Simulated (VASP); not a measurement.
# TaSi2 (R-3m) in VASP: single point with PBE

Aim: the single point of TaSi2 with PBE.

All numbers are computed with VASP 6.6.1; they aren't measurements. Logs are shortened: lines on timing, memory, paths and dates and some standing lists are left out, and cuts for length are marked.

## 1. The cell of the first run

The structure is trigonal, space group R-3m (No. 166). Conventional cell: a = 3.608 Å, b = 3.608 Å, c = 13.051 Å, α = 90.00°, β = 90.00°, γ = 120.00°. Within 3.7 Å of Ta (site symmetry -3m) lie 8 Si at 2.62 to 2.75 Å and 6 Ta at 3.61 Å. Si (site symmetry 3m) has 3 Si at 2.38 Å and 4 Ta at 2.62 to 2.75 Å within 3.1 Å.

The cell was built from a structure type or drawn by symmetry, and may not be a known phase.

## 2. Single point, PBE

INCAR reads:

```
SYSTEM = TaSi2
ALGO = Normal
EDIFF = 1E-6
ENCUT = 520
GGA = PE
ISIF = 2
ISMEAR = 0
LASPH = .True.
LCHARG = .False.
LREAL = .False.
LWAVE = .False.
NBANDS = 16
NELM = 100
PREC = Accurate
SIGMA = 0.1
```

KPOINTS reads:

```
k-points
0
Gamma
  18 18 18
  0 0 0
```

POSCAR reads:

```
TaSi2
1.0
    1.8038259362      1.0414393898      4.3503845197
   -1.8038259362      1.0414393898      4.3503845197
    0.0000000000     -2.0828787797      4.3503845197
Ta Si
1 2
Direct
    0.5000000000      0.5000000000      0.5000000000
    0.2889923413      0.2889923413      0.2889923413
    0.7110076587      0.7110076587      0.7110076587
```

Potentials or basis: VASP PAW PBE potentials, release 64 (Ta_pv, Si).

Command:

```sh
> cat potpaw_PBE.64/Ta_pv/POTCAR potpaw_PBE.64/Si/POTCAR > POTCAR
> mpirun -np 1 vasp_std > vasp.out
```

OUTCAR:

```text
SYSTEM = TaSi2
   EDIFF = 1E-6
   ENCUT = 520
   GGA = PE
   ISIF = 2
   ISMEAR = 0
   LASPH = .True.
   LREAL = .False.
   NELM = 100
   PREC = Accurate

 ion  position               nearest neighbor table
   1  0.500  0.500  0.500-   2 2.62   2 2.62   3 2.62   3 2.62   2 2.62   3 2.62   3 2.75   2 2.75

   2  0.289  0.289  0.289-   3 2.38   3 2.38   3 2.38   1 2.62   1 2.62   1 2.62   1 2.75
   3  0.711  0.711  0.711-   2 2.38   2 2.38   2 2.38   1 2.62   1 2.62   1 2.62   1 2.75

  LATTYP: Found a trigonal (rhomboedric) cell.
 ALAT       =     4.8233006831
 COS(alpha) =     0.7202754546

  Lattice vectors:

 A1 = (   1.8038259362,   1.0414393898,   4.3503845197)
 A2 = (  -1.8038259362,   1.0414393898,   4.3503845197)
 A3 = (   0.0000000000,  -2.0828787797,   4.3503845197)

Analysis of symmetry for initial positions (statically):
=====================================================================
 Subroutine PRICEL returns:
 Original cell was already a primitive cell.

 Routine SETGRP: Setting up the symmetry group for a
 trigonal (rhombohedral) supercell.

 Subroutine GETGRP returns: Found 12 space group operations
 (whereof 12 operations were pure point group operations)
 out of a pool of 12 trial point group operations.

The static configuration has the point symmetry D_3d.

Analysis of symmetry for dynamics (positions and initial velocities):
=====================================================================
 Subroutine PRICEL returns:
 Original cell was already a primitive cell.

 Routine SETGRP: Setting up the symmetry group for a
 trigonal (rhombohedral) supercell.

 Subroutine GETGRP returns: Found 12 space group operations
 (whereof 12 operations were pure point group operations)
 out of a pool of 12 trial point group operations.

The dynamic configuration has the point symmetry D_3d.

 Subroutine INISYM returns: Found 12 space group operations
 (whereof 12 operations are pure point group operations),
 and found     1 'primitive' translations

----------------------------------------------------------------------------------------

                                     Primitive cell

  volume of cell :      49.0352

  direct lattice vectors                    reciprocal lattice vectors
     1.803825936  1.041439390  4.350384520     0.277188608  0.160034917  0.076621580
    -1.803825936  1.041439390  4.350384520    -0.277188608  0.160034917  0.076621580
     0.000000000 -2.082878780  4.350384520     0.000000000 -0.320069835  0.076621579

  length of vectors
     4.823300683  4.823300683  4.823300683     0.329113302  0.329113302  0.329113302

  position of ions in fractional coordinates (direct lattice)
     0.500000000  0.500000000  0.500000000
     0.288992341  0.288992341  0.288992341
     0.711007659  0.711007659  0.711007659

  ion indices of the primitive-cell ions
   primitive index   ion index
                 1           1
                 2           2
                 3           3

----------------------------------------------------------------------------------------

 KPOINTS: k-points

Automatic generation of k-mesh.
 Grid dimensions read from file:
 generate k-points for:   18   18   18

 Generating k-lattice:

  Cartesian coordinates                     Fractional coordinates (reciprocal lattice)
     0.015399367  0.008890829  0.004256754     0.055555556  0.000000000  0.000000000
    -0.015399367  0.008890829  0.004256754     0.000000000  0.055555556  0.000000000
     0.000000000 -0.017781657  0.004256754     0.000000000  0.000000000  0.055555556

  Length of vectors
     0.018284072  0.018284072  0.018284072

  Shift w.r.t. Gamma in fractional coordinates (k-lattice)
     0.000000000  0.000000000  0.000000000

 Subroutine IBZKPT returns following result:
 ===========================================

 Found    580 irreducible k-points:

 Following reciprocal coordinates:
            Coordinates               Weight
  0.000000  0.000000  0.000000      1.000000
  0.055556 -0.000000 -0.000000      6.000000
  0.111111 -0.000000 -0.000000      6.000000
  0.166667 -0.000000 -0.000000      6.000000
  0.222222 -0.000000 -0.000000      6.000000
  0.277778 -0.000000  0.000000      6.000000
[... 16 lines left out ...]
 -0.277778  0.055556  0.000000     12.000000
 -0.222222  0.055556  0.000000     12.000000
 [... further k-points ...]
   k-points           NKPTS =    580   k-points in BZ     NKDIM =    580   number of bands    NBANDS=     16
   number of dos      NEDOS =    301   number of ions     NIONS =      3
   total plane-waves  NPLWV =  46656
   dimension x,y,z NGX =    36 NGY =   36 NGZ =   36
   dimension x,y,z NGXF=    72 NGYF=   72 NGZF=   72
   ions per type =               1   2
   NGX,Y,Z   is equivalent  to a cutoff of  12.41, 12.41, 12.41 a.u.
   NGXF,Y,Z  is equivalent  to a cutoff of  24.82, 24.82, 24.82 a.u.
 SYSTEM =  TaSi2
   PREC   = accura    normal or accurate (medium, high low for compatibility)
   ISTART =      0    job   : 0-new  1-cont  2-samecut
   ICHARG =      2    charge: 1-file 2-atom 10-const
   ISPIN  =      1    spin polarized calculation?
   LNONCOLLINEAR =      F non collinear calculations
   LSORBIT =      F    spin-orbit coupling
   LASPH  =      T    aspherical Exc in radial PAW
   ENCUT  =  520.0 eV  38.22 Ry    6.18 a.u.   8.97  8.97  8.97*2*pi/ulx,y,z
   NELM   =    100;   NELMIN=  2; NELMDL= -5     # of ELM steps
   EDIFF  = 0.1E-05   stopping-criterion for ELM
   LREAL  =      F    real-space projection
   EDIFFG = 0.1E-04   stopping-criterion for IOM
   NSW    =      0    number of steps for IOM
   IBRION =     -1    ionic relax: 0-MD 1-quasi-New 2-CG
   NFREE  =      0    steps in history (QN), initial steepest desc. (CG)
   ISIF   =      2    stress and relaxation
   ISYM   =      2    0-nonsym 1-usesym 2-fastsym
   POTIM  = 0.5000    time-step for ionic-motion
   TEBEG  =    0.0;   TEEND  =   0.0 temperature during run
   PSTRESS=    0.0 pullay stress
   NELECT =      19.0000    total number of electrons
   NUPDOWN=      -1.0000    fix difference up-down
   EMIN   =  10.00;   EMAX   =-10.00  energy-range for DOS
   EFERMI =   0.00;   METHOD = LEGACY
   ISMEAR =     0;   SIGMA  =   0.10  broadening in eV -4-tet -1-fermi 0-gaus
   EFERMI_NEDOS =   21; number of points for ismear=-14 and -15
   IALGO  =     38    algorithm
   IMIX   =      4    mixing-type and parameters
     AMIX     =   0.40;   BMIX     =  1.00
     AMIX_MAG =   1.60;   BMIX_MAG =  1.00
  volume/ion in A,a.u.               =      16.35       110.30
  Fermi-wavevector in a.u.,A,eV,Ry     =   1.193503  2.255394 19.380812  1.424449
  Thomas-Fermi vector in A             =   2.329516
   LORBIT       =      0    0 simple, 1 ext, 2 COOP (PROOUT), +10 PAW based schemes
   GGA     = PE    functional components
   LHFCALC =     F    Hartree Fock is set to
   AEXX    =    0.0000 exact exchange contribution
   IVDW    =     0    specifies the selected vdW correction
   LEPSILON=     F    determine dielectric tensor
   LRPA    =     F    only Hartree local field effects (RPA)
 non-spin polarized calculation
 Gauss-broadening in eV      SIGMA  =   0.10
  energy-cutoff  :      520.00
  volume of cell :       49.04
 maximum number of plane-waves:      1354
   NGX = 17   NGY = 17   NGZ = 17

 number of electron      19.0000000 magnetization

 Free energy of the ion-electron system (eV)
  ---------------------------------------------------
  ext. energy  EPLUGINS =         0.00000000
  ---------------------------------------------------
  free energy    TOTEN  =       -23.13910255 eV

  energy without entropy =      -23.13059542  energy(sigma->0) =      -23.13484898

 E-fermi :   8.1579     XC(G=0): -11.3712

 val. band max:        8.1559288947   @ k =   0.2778   0.2222   0.1111
 cond. band min:       8.1640279038   @ k =  -0.1667   0.1667   0.0000
 fundamental gap:      0.0080990091
 Fermi energy:         8.1578828126

 k-point     1 :       0.0000    0.0000    0.0000
  band No.  band energies     occupation
      1     -26.5830      2.00000
      2     -26.5382      2.00000
      3     -26.5382      2.00000
      4      -5.0185      2.00000
      5       2.7475      2.00000
      6       3.6327      2.00000
[... 8 lines left out ...]
     15      12.5547      0.00000
     16      12.5547      0.00000

 k-point     2 :       0.0556   -0.0000   -0.0000
  band No.  band energies     occupation
      1     -26.5825      2.00000
      2     -26.5421      2.00000
      3     -26.5391      2.00000
      4      -4.9687      2.00000
      5       2.7563      2.00000
      6       3.5558      2.00000
[... 8 lines left out ...]
     15      12.4714      0.00000
     16      12.5725      0.00000

 k-point     3 :       0.1111   -0.0000   -0.0000
  band No.  band energies     occupation
      1     -26.5811      2.00000
      2     -26.5532      2.00000
      3     -26.5418      2.00000
      4      -4.8205      2.00000
      5       2.7329      2.00000
      6       3.4082      2.00000
[... 8 lines left out ...]
     15      12.3555      0.00000
     16      12.6651      0.00000

 k-point     4 :       0.1667   -0.0000   -0.0000
  band No.  band energies     occupation
      1     -26.5790      2.00000
      2     -26.5701      2.00000
      3     -26.5459      2.00000
      4      -4.5785      2.00000
      5       2.5313      2.00000
      6       3.3867      2.00000
[... 8 lines left out ...]
     15      12.4239      0.00000
     16      12.9504      0.00000

 k-point     5 :       0.2222   -0.0000   -0.0000
  band No.  band energies     occupation
      1     -26.5907      2.00000
      2     -26.5764      2.00000
      3     -26.5509      2.00000
      4      -4.2502      2.00000
      5       2.1405      2.00000
      6       3.5266      2.00000
[... 8 lines left out ...]
     15      12.6684      0.00000
     16      13.2819      0.00000

 k-point     6 :       0.2778   -0.0000    0.0000
  band No.  band energies     occupation
      1     -26.6126      2.00000
      2     -26.5736      2.00000
      3     -26.5562      2.00000
      4      -3.8479      2.00000
      5       1.6514      2.00000
      6       3.7413      2.00000
[... 8 lines left out ...]
     15      12.9624      0.00000
     16      13.1708      0.00000

 k-point     7 :       0.3333   -0.0000   -0.0000
  band No.  band energies     occupation
      1     -26.6331      2.00000
      2     -26.5709      2.00000
      3     -26.5612      2.00000
      4      -3.3914      2.00000
      5       1.1129      2.00000
      6       3.9898      2.00000
[... 8 lines left out ...]
     15      12.7522      0.00000
     16      13.1240      0.00000

 k-point     8 :       0.3889   -0.0000    0.0000
  band No.  band energies     occupation
      1     -26.6497      2.00000
      2     -26.5688      2.00000
      3     -26.5652      2.00000
      4      -2.9171      2.00000
      5       0.5712      2.00000
      6       4.1681      2.00000
[... 8 lines left out ...]
     15      12.3272      0.00000
     16      12.9749      0.00000

 k-point     9 :       0.4444   -0.0000   -0.0000
  band No.  band energies     occupation
      1     -26.6605      2.00000
      2     -26.5679      2.00000
      3     -26.5674      2.00000
      4      -2.5048      2.00000
      5       0.1139      2.00000
      6       4.0391      2.00000
[... 8 lines left out ...]
     15      12.1666      0.00000
     16      12.5793      0.00000
[... 172 lines left out ...]
 k-point    19 :       0.5000    0.0556    0.0000
  band No.  band energies     occupation
      1     -26.6621      2.00000
      2     -26.5710      2.00000
      3     -26.5670      2.00000
      4      -2.3220      2.00000
      5      -0.0228      2.00000
      6       3.8834      2.00000
[... 8 lines left out ...]
     15      12.3051      0.00000
     16      12.7741      0.00000

 k-point    20 :      -0.4444    0.0556    0.0000
  band No.  band energies     occupation
      1     -26.6621      2.00000
      2     -26.5710      2.00000
      3     -26.5669      2.00000
      4      -2.3373      2.00000
      5      -0.0356      2.00000
      6       3.8844      2.00000
[... 8 lines left out ...]
     15      12.1455      0.00000
     16      12.9235      0.00000

 k-point    21 :      -0.3889    0.0556    0.0000
  band No.  band energies     occupation
      1     -26.6549      2.00000
      2     -26.5690      2.00000
      3     -26.5677      2.00000
      4      -2.6754      2.00000
      5       0.3067      2.00000
      6       3.9325      2.00000
[... 8 lines left out ...]
     15      12.2323      0.00000
     16      13.1511      0.00000

 k-point    22 :      -0.3333    0.0556    0.0000
  band No.  band energies     occupation
      1     -26.6415      2.00000
      2     -26.5694      2.00000
      3     -26.5654      2.00000
      4      -3.1417      2.00000
      5       0.8111      2.00000
      6       4.0523      2.00000
[... 8 lines left out ...]
     15      12.4576      0.00000
     16      13.3253      0.00000

 k-point    23 :      -0.2778    0.0556    0.0000
  band No.  band energies     occupation
      1     -26.6233      2.00000
      2     -26.5717      2.00000
      3     -26.5606      2.00000
      4      -3.6163      2.00000
      5       1.3576      2.00000
      6       3.9976      2.00000
[... 8 lines left out ...]
     15      12.6298      0.00000
     16      13.4329      0.00000

 k-point    24 :      -0.2222    0.0556    0.0000
  band No.  band energies     occupation
      1     -26.6025      2.00000
      2     -26.5744      2.00000
      3     -26.5551      2.00000
      4      -4.0476      2.00000
      5       1.8958      2.00000
      6       3.7016      2.00000
[... 8 lines left out ...]
     15      12.5360      0.00000
     16      13.4913      0.00000

 [... further k-points ...]

------------------------ aborting loop because EDIFF is reached ----------------------------------------

  FORCE on cell =-STRESS in cart. coord.  units (eV):
  Direction    XX          YY          ZZ          XY          YZ          ZX
  --------------------------------------------------------------------------------------
  -------------------------------------------------------------------------------------
  Total        0.0049050      0.0049050      0.0092868      0.0000000     -0.0000000      0.0000000
  in kB        0.1602674      0.1602674      0.3034365      0.0000000     -0.0000000      0.0000000
  external PRESSURE =       0.2079905 kB  Pullay stress =       0.0000000 kB

 VOLUME and BASIS-vectors are now :
 -----------------------------------------------------------------------------
  energy-cutoff  :      520.00
  volume of cell :       49.04
      direct lattice vectors                 reciprocal lattice vectors
     1.803825936  1.041439390  4.350384520     0.277188608  0.160034917  0.076621580
    -1.803825936  1.041439390  4.350384520    -0.277188608  0.160034917  0.076621580
     0.000000000 -2.082878780  4.350384520     0.000000000 -0.320069835  0.076621579

 POSITION                                       TOTAL-FORCE (eV/Angst)
 -----------------------------------------------------------------------------------
      0.00000     -0.00000      6.52558         0.000000     -0.000000      0.000000
      0.00000     -0.00000      3.77168        -0.000000     -0.000000      0.011292
      0.00000     -0.00000      9.27947        -0.000000      0.000000     -0.011292
 -----------------------------------------------------------------------------------
    total drift:                                0.000000     -0.000000     -0.000000

  FREE ENERGIE OF THE ION-ELECTRON SYSTEM (eV)
  ---------------------------------------------------
  free  energy   TOTEN  =       -23.1391025458 eV

  energy  without entropy=      -23.1305954168  energy(sigma->0) =      -23.13484898
```

Run time: 14 min. Hardware: 1 thread of AMD EPYC 7R13, shared host; peak memory 0.53 GiB.

What came out:

* Free energy: -23.1391 eV
* Pressure: 0.0 GPa
* Largest force: 0.011 eV/Å
* Band gap on the k mesh: zero (an odd number of electrons rules out a gap without spin polarisation)

Forces in eV/Å, atoms in the order of the input:
```
Ta   0.000  0.000  0.000
Si   0.000  0.000  0.011
Si   0.000  0.000 -0.011
```

Levels at points of the mesh, in eV from the Fermi level:
```
           k point  band 8  band 9  band 10  band 11  band 12  band 13
(0.00, 0.00, 0.00)   -3.07   -0.26    -0.26     2.54     2.90     2.90
(0.50, 0.00, 0.00)   -3.30   -3.21     0.54     2.16     2.58     2.78
(0.50, 0.50, 0.00)   -2.72   -2.54    -1.11     2.27     2.53     3.07
(0.50, 0.50, 0.50)   -1.79   -0.74    -0.74    -0.05    -0.05     1.62
```

Caveat: spin-orbit coupling is left out, which moves the levels of the heavy elements.
